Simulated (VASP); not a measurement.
# Re (P6/mmm) in VASP: notebook

Runs on Re. Level: revPBE. Tasks: single point.

All numbers are computed with VASP 6.6.1; they aren't measurements. Logs are shortened: lines on timing, memory, paths and dates and some standing lists are left out, and cuts for length are marked.

**1. The cell of the first run**

It takes space group P6/mmm (No. 191, hexagonal). Conventional cell: a = 4.391 Å, b = 4.391 Å, c = 2.752 Å, α = 90.00°, β = 90.00°, γ = 120.00°. Re (site symmetry 6/mmm) has 14 Re at 2.75 to 2.88 Å within 3.6 Å. Re (site symmetry -6m2) has 11 Re at 2.54 to 2.88 Å within 3.3 Å.

This isn't the form of Re at room conditions, which is hcp.

**2. Single point, revPBE**

INCAR

```
ALGO     = Normal         # electronic algorithm
EDIFF    = 1E-6           # SCF threshold, eV
ENCUT    = 500            # plane-wave cutoff, eV
GGA      = RE             # functional
GGA_COMPAT= False        
ISIF     = 2              # what is computed and relaxed
ISMEAR   = -1             # smearing method
LASPH    = True           # aspherical terms in the spheres
LCHARG   = False          # write CHGCAR
LREAL    = False          # projectors in reciprocal space
LWAVE    = False          # write WAVECAR
NBANDS   = 30             # bands
NELM     = 120            # most SCF steps
PREC     = Accurate       # precision mode
SIGMA    = 0.1            # smearing width, eV
```

KPOINTS

```
k-points
0
Gamma
  8 8 12
```

POSCAR

```
Re
1.0
    4.3913591619      0.0000000000      0.0000000000
   -2.1956795809      3.8030285913      0.0000000000
    0.0000000000      0.0000000000      2.7519768987
Re
3
Direct
    0.0000000000      0.0000000000      1.0000000000
    0.3333333333      0.6666666667      0.5000000000
    0.6666666667      0.3333333333      0.5000000000
```

Potentials or basis: VASP PAW PBE potentials, release 64 (Re_sv_GW).

Started as:

```console
$ cat potpaw_PBE.64/Re_sv_GW/POTCAR > POTCAR
$ mpirun -np 1 vasp_std > vasp.out
```

OUTCAR:

```text
EDIFF = 1E-6
   ENCUT = 500
   GGA = RE
   ISIF = 2
   ISMEAR = -1
   LASPH = True
   LREAL = False
   NELM = 120
   PREC = Accurate

 ion  position               nearest neighbor table
   1  0.000  0.000  0.000-   2 2.88   3 2.88   2 2.88   3 2.88   2 2.88   2 2.88   3 2.88   3 2.88
                             3 2.88   3 2.88   2 2.88   2 2.88
   2  0.333  0.667  0.500-   3 2.54   3 2.54   3 2.54   1 2.88   1 2.88   1 2.88   1 2.88   1 2.88
                             1 2.88
   3  0.667  0.333  0.500-   2 2.54   2 2.54   2 2.54   1 2.88   1 2.88   1 2.88   1 2.88   1 2.88
                             1 2.88

  LATTYP: Found a hexagonal cell.
 ALAT       =     4.3913591619
 C/A-ratio  =     0.6266799861

  Lattice vectors:

 A1 = (   4.3913591619,   0.0000000000,   0.0000000000)
 A2 = (  -2.1956795809,   3.8030285913,   0.0000000000)
 A3 = (   0.0000000000,   0.0000000000,   2.7519768987)

Analysis of symmetry for initial positions (statically):
=====================================================================
 Subroutine PRICEL returns:
 Original cell was already a primitive cell.

 Routine SETGRP: Setting up the symmetry group for a
 hexagonal supercell.

 Subroutine GETGRP returns: Found 24 space group operations
 (whereof 24 operations were pure point group operations)
 out of a pool of 24 trial point group operations.

The static configuration has the point symmetry D_6h.

Analysis of symmetry for dynamics (positions and initial velocities):
=====================================================================
 Subroutine PRICEL returns:
 Original cell was already a primitive cell.

 Routine SETGRP: Setting up the symmetry group for a
 hexagonal supercell.

 Subroutine GETGRP returns: Found 24 space group operations
 (whereof 24 operations were pure point group operations)
 out of a pool of 24 trial point group operations.

The dynamic configuration has the point symmetry D_6h.

 Subroutine INISYM returns: Found 24 space group operations
 (whereof 24 operations are pure point group operations),
 and found     1 'primitive' translations

----------------------------------------------------------------------------------------

                                     Primitive cell

  volume of cell :      45.9593

  direct lattice vectors                    reciprocal lattice vectors
     4.391359162  0.000000000  0.000000000     0.227719930  0.131474163  0.000000000
    -2.195679581  3.803028591  0.000000000     0.000000000  0.262948326  0.000000000
     0.000000000  0.000000000  2.751976899     0.000000000  0.000000000  0.363375143

  length of vectors
     4.391359162  4.391359162  2.751976899     0.262948326  0.262948326  0.363375143

  position of ions in fractional coordinates (direct lattice)
     0.000000000  0.000000000  0.000000000
     0.333333333  0.666666667  0.500000000
     0.666666667  0.333333333  0.500000000

  ion indices of the primitive-cell ions
   primitive index   ion index
                 1           1
                 2           2
                 3           3

----------------------------------------------------------------------------------------

 KPOINTS: k-points

Automatic generation of k-mesh.
 Grid dimensions read from file:
 generate k-points for:    8    8   12

 Generating k-lattice:

  Cartesian coordinates                     Fractional coordinates (reciprocal lattice)
     0.028464991  0.016434270  0.000000000     0.125000000  0.000000000  0.000000000
     0.000000000  0.032868541  0.000000000     0.000000000  0.125000000  0.000000000
     0.000000000  0.000000000  0.030281262     0.000000000  0.000000000  0.083333333

  Length of vectors
     0.032868541  0.032868541  0.030281262

  Shift w.r.t. Gamma in fractional coordinates (k-lattice)
     0.000000000  0.000000000  0.000000000

 Subroutine IBZKPT returns following result:
 ===========================================

 Found     70 irreducible k-points:

 Following reciprocal coordinates:
            Coordinates               Weight
  0.000000  0.000000  0.000000      1.000000
  0.125000 -0.000000  0.000000      6.000000
  0.250000 -0.000000  0.000000      6.000000
  0.375000 -0.000000  0.000000      6.000000
  0.500000 -0.000000  0.000000      3.000000
  0.125000  0.125000  0.000000      6.000000
[... 16 lines left out ...]
  0.250000 -0.000000  0.166667     12.000000
  0.375000 -0.000000  0.166667     12.000000
 [... further k-points ...]
   k-points           NKPTS =     70   k-points in BZ     NKDIM =     70   number of bands    NBANDS=     30
   number of dos      NEDOS =    301   number of ions     NIONS =      3
   total plane-waves  NPLWV =  20480
   dimension x,y,z NGX =    32 NGY =   32 NGZ =   20
   dimension x,y,z NGXF=    64 NGYF=   64 NGZF=   40
   ions per type =               3
   NGX,Y,Z   is equivalent  to a cutoff of  12.11, 12.11, 12.08 a.u.
   NGXF,Y,Z  is equivalent  to a cutoff of  24.23, 24.23, 24.16 a.u.
 SYSTEM =  unknown system
   PREC   = accura    normal or accurate (medium, high low for compatibility)
   ISTART =      0    job   : 0-new  1-cont  2-samecut
   ICHARG =      2    charge: 1-file 2-atom 10-const
   ISPIN  =      1    spin polarized calculation?
   LNONCOLLINEAR =      F non collinear calculations
   LSORBIT =      F    spin-orbit coupling
   LASPH  =      T    aspherical Exc in radial PAW
   ENCUT  =  500.0 eV  36.75 Ry    6.06 a.u.   8.01  8.01  5.02*2*pi/ulx,y,z
   NELM   =    120;   NELMIN=  2; NELMDL= -5     # of ELM steps
   EDIFF  = 0.1E-05   stopping-criterion for ELM
   LREAL  =      F    real-space projection
   EDIFFG = 0.1E-04   stopping-criterion for IOM
   NSW    =      0    number of steps for IOM
   IBRION =     -1    ionic relax: 0-MD 1-quasi-New 2-CG
   NFREE  =      0    steps in history (QN), initial steepest desc. (CG)
   ISIF   =      2    stress and relaxation
   ISYM   =      2    0-nonsym 1-usesym 2-fastsym
   POTIM  = 0.5000    time-step for ionic-motion
   TEBEG  =    0.0;   TEEND  =   0.0 temperature during run
   PSTRESS=    0.0 pullay stress
   NELECT =      45.0000    total number of electrons
   NUPDOWN=      -1.0000    fix difference up-down
   EMIN   =  10.00;   EMAX   =-10.00  energy-range for DOS
   EFERMI =   0.00;   METHOD = LEGACY
   ISMEAR =    -1;   SIGMA  =   0.10  broadening in eV -4-tet -1-fermi 0-gaus
   EFERMI_NEDOS =   21; number of points for ismear=-14 and -15
   IALGO  =     38    algorithm
   IMIX   =      4    mixing-type and parameters
     AMIX     =   0.40;   BMIX     =  1.00
     AMIX_MAG =   1.60;   BMIX_MAG =  1.00
  volume/ion in A,a.u.               =      15.32       103.38
  Fermi-wavevector in a.u.,A,eV,Ry     =   1.625628  3.071992 35.955668  2.642667
  Thomas-Fermi vector in A             =   2.718720
   LORBIT       =      0    0 simple, 1 ext, 2 COOP (PROOUT), +10 PAW based schemes
   GGA     = RE    functional components
   LHFCALC =     F    Hartree Fock is set to
   AEXX    =    0.0000 exact exchange contribution
   IVDW    =     0    specifies the selected vdW correction
   LEPSILON=     F    determine dielectric tensor
   LRPA    =     F    only Hartree local field effects (RPA)
 non-spin polarized calculation
  energy-cutoff  :      500.00
  volume of cell :       45.96
 maximum number of plane-waves:      1190
   NGX = 17   NGY = 17   NGZ = 11

 number of electron      44.9999994 magnetization

 Free energy of the ion-electron system (eV)
  ---------------------------------------------------
  ext. energy  EPLUGINS =         0.00000000
  ---------------------------------------------------
  free energy    TOTEN  =       -40.12173580 eV

  energy without entropy =      -40.04476267  energy(sigma->0) =      -40.08324924

 E-fermi :  12.4927     XC(G=0): -13.9286

 val. band max:       12.4910383588   @ k =   0.2500  -0.0000   0.2500
 cond. band min:      12.5246128298   @ k =   0.3750   0.1250   0.0833
 fundamental gap:      0.0335744710
 Fermi energy:        12.4927217282

 k-point     1 :       0.0000    0.0000    0.0000
  band No.  band energies     occupation
      1     -67.4450      2.00000
      2     -67.3575      2.00000
      3     -67.2400      2.00000
      4     -29.6504      2.00000
      5     -29.6504      2.00000
      6     -29.3536      2.00000
[... 22 lines left out ...]
     29      20.4646      0.00000
     30      22.0198      0.00000

 k-point     2 :       0.1250   -0.0000    0.0000
  band No.  band energies     occupation
      1     -67.4394      2.00000
      2     -67.3578      2.00000
      3     -67.2458      2.00000
      4     -29.7035      2.00000
      5     -29.6678      2.00000
      6     -29.2936      2.00000
[... 22 lines left out ...]
     29      20.4813      0.00000
     30      21.1899      0.00000

 k-point     3 :       0.2500   -0.0000    0.0000
  band No.  band energies     occupation
      1     -67.4252      2.00000
      2     -67.3576      2.00000
      3     -67.2613      2.00000
      4     -29.7917      2.00000
      5     -29.6526      2.00000
      6     -29.1858      2.00000
[... 22 lines left out ...]
     29      18.7069      0.00000
     30      19.3082      0.00000

 k-point     4 :       0.3750   -0.0000    0.0000
  band No.  band energies     occupation
      1     -67.4097      2.00000
      2     -67.3531      2.00000
      3     -67.2810      2.00000
      4     -29.8566      2.00000
      5     -29.5571      2.00000
      6     -29.1650      2.00000
[... 22 lines left out ...]
     29      16.8206      0.00000
     30      17.6758      0.00000

 k-point     5 :       0.5000   -0.0000    0.0000
  band No.  band energies     occupation
      1     -67.4034      2.00000
      2     -67.3480      2.00000
      3     -67.2927      2.00000
      4     -29.8801      2.00000
      5     -29.4372      2.00000
      6     -29.3006      2.00000
[... 22 lines left out ...]
     29      15.6385      0.00000
     30      16.8742      0.00000
[... 526 lines left out ...]
     29      19.7808      0.00000
     30      22.1318      0.00000

 k-point    22 :       0.1250   -0.0000    0.1667
  band No.  band energies     occupation
      1     -67.4246      2.00000
      2     -67.3540      2.00000
      3     -67.2367      2.00000
      4     -29.6739      2.00000
      5     -29.6395      2.00000
      6     -29.2838      2.00000
[... 22 lines left out ...]
     29      20.2414      0.00000
     30      21.2780      0.00000

 k-point    23 :       0.2500   -0.0000    0.1667
  band No.  band energies     occupation
      1     -67.4117      2.00000
      2     -67.3520      2.00000
      3     -67.2519      2.00000
      4     -29.7498      2.00000
      5     -29.6232      2.00000
      6     -29.2345      2.00000
[... 22 lines left out ...]
     29      19.0488      0.00000
     30      20.1951      0.00000

 k-point    24 :       0.3750   -0.0000    0.1667
  band No.  band energies     occupation
      1     -67.3987      2.00000
      2     -67.3454      2.00000
      3     -67.2722      2.00000
      4     -29.8080      2.00000
      5     -29.5488      2.00000
      6     -29.2432      2.00000
[... 22 lines left out ...]
     29      17.3233      0.00000
     30      18.7827      0.00000

 [... further k-points ...]

------------------------ aborting loop because EDIFF is reached ----------------------------------------

  FORCE on cell =-STRESS in cart. coord.  units (eV):
  Direction    XX          YY          ZZ          XY          YZ          ZX
  --------------------------------------------------------------------------------------
  -------------------------------------------------------------------------------------
  Total       -0.7601287     -0.7601287     -0.7614937     -0.0000000     -0.0000000      0.0000000
  in kB      -26.4986898    -26.4986898    -26.5462745     -0.0000000     -0.0000000      0.0000000
  external PRESSURE =     -26.5145514 kB  Pullay stress =       0.0000000 kB

 VOLUME and BASIS-vectors are now :
 -----------------------------------------------------------------------------
  energy-cutoff  :      500.00
  volume of cell :       45.96
      direct lattice vectors                 reciprocal lattice vectors
     4.391359162  0.000000000  0.000000000     0.227719930  0.131474163  0.000000000
    -2.195679581  3.803028591  0.000000000     0.000000000  0.262948326  0.000000000
     0.000000000  0.000000000  2.751976899     0.000000000  0.000000000  0.363375143

 POSITION                                       TOTAL-FORCE (eV/Angst)
 -----------------------------------------------------------------------------------
      0.00000      0.00000      0.00000         0.000000      0.000000      0.000000
     -0.00000      2.53535      1.37599         0.000000     -0.000000      0.000000
      2.19568      1.26768      1.37599        -0.000000      0.000000     -0.000000
 -----------------------------------------------------------------------------------
    total drift:                               -0.000000      0.000000      0.000000

  FREE ENERGIE OF THE ION-ELECTRON SYSTEM (eV)
  ---------------------------------------------------
  free  energy   TOTEN  =       -40.1217357958 eV

  energy  without entropy=      -40.0447626744  energy(sigma->0) =      -40.08324924
```

It took 1.7 min on 1 thread of AMD EPYC 7R43 (Zen 3), shared host; peak memory 0.17 GiB.

Results:

```yaml
Free_energy: -40.1217 eV
Pressure: -2.7 GPa
Band_gap_on_the_k_mesh: zero (an odd number of electrons rules out a gap without spin polarisation)
```

Caveat: the PAW data sets were made with another functional, which shifts forces and pressure a little; spin-orbit coupling is left out, which moves the levels of the heavy elements.

[end of part 1 of 2]
